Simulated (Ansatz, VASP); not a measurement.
# One calculation of Cl, two programs

```xyz
1
Lattice="3.9200 0.0000 0.0000 -1.9600 3.3948 0.0000 0.0000 0.0000 2.3101" Properties=species:S:1:pos:R:3 pbc="T T T"
Cl    0.0000    0.0000    0.0000
```

Alike in both runs: functional PBE; k mesh 14 × 14 × 13; occupations fermi-dirac, width 0.1 eV; no spin polarisation.

Ansatz relaxed the structure, and its values are those at the end. VASP's run is a single point on that final structure, the one shown.

```csv
,VASP,Ansatz
version,VASP 6.6.1,Ansatz 0.2.0
potentials or method,"VASP PAW PBE potentials, release 64 (Cl)","PAW with Ansatz's default frozen-core files, scalar-relativistic"
plane-wave cutoff (eV),520,420
valence electrons in the cell,7,7
```

|  | VASP | Ansatz | Ansatz less VASP |
| --- | --- | --- | --- |
| pressure (GPa) | -0.1 | 0.0 | +0.12 |

With one functional, cell and mesh, what is left measures potentials, basis and numerics.
